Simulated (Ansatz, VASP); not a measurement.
**One calculation of Si3C2, two programs**

```xyz
5
Lattice="-1.3933 1.3933 7.2370 1.3933 -1.3933 7.2370 1.3933 1.3933 -7.2370" Properties=species:S:1:pos:R:3 pbc="T T T"
Si    0.0000    0.0000    7.2370
Si    0.0000    0.0000    9.7548
Si    0.0000    0.0000    4.7192
C     0.0000    0.0000   11.8777
C     0.0000    0.0000    2.5963
```

Alike in both runs: functional PBE; k mesh 8 × 8 × 8; occupations gaussian, width 0.1 eV; no spin polarisation.

Ansatz relaxed the structure, and its values are those at the end. VASP's run is a single point on that final structure, the one shown.

```csv
,VASP,Ansatz
version,VASP 6.6.1,Ansatz 0.2.0
potentials or method,"VASP PAW PBE potentials, release 64 (Si, C), cutoff 520 eV","scalar-relativistic, plane waves, PAW"
valence electrons in the cell,20,20
```

```tsv
	VASP	Ansatz	Ansatz less VASP
gap on the k mesh at the Fermi level (eV)	none	none	-
pressure (GPa)	0.0	0.0	-0.03
rms of the force components (eV/Å)	0.008	0.004	-0.0034
```

A gap of «none» marks a metal or a gap that the smearing closes.

The k mesh is coarse, so the values compare programs but aren't converged.
